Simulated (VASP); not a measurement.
The system is BAs.

```
B As
1.0
     0.00000    2.39187    2.39187
     2.39187    0.00000    2.39187
     2.39187    2.39187    0.00000
B As
1 1
Direct
  0.00000 0.00000 0.00000
  0.25000 0.25000 0.25000
```

Base run:

* Program: VASP 6.6.1
* Functional: r2SCAN
* Potentials or basis: VASP PAW PBE potentials, release 64 (B, As)
* Cutoff: 520 eV
* k mesh: 6 × 6 × 6
* Occupations: gaussian, width 0.01 eV
* Spin: no spin polarisation

Its results: band gap on the k mesh 1.47 eV (least direct gap 3.44 eV); pressure 0.3 GPa.

Q: After a change of settings the same cell gave: band gap on the k mesh 1.74 eV (least direct gap 3.76 eV); pressure 0.1 GPa. Which change was it?
A. functional from r2SCAN to PBE-based screened hybrid with 75 % exact exchange; k mesh from 6 × 6 × 6 to 4 × 4 × 4
B. functional from r2SCAN to PBE-based screened hybrid with 15 % exact exchange; k mesh from 6 × 6 × 6 to 4 × 4 × 4
C. functional from r2SCAN to PBE-based screened hybrid with 30 % exact exchange; k mesh from 6 × 6 × 6 to 4 × 4 × 4

A: C.

Caveats: some runs use coarse meshes; the PAW data sets were made with another functional, which shifts forces and pressure a little.
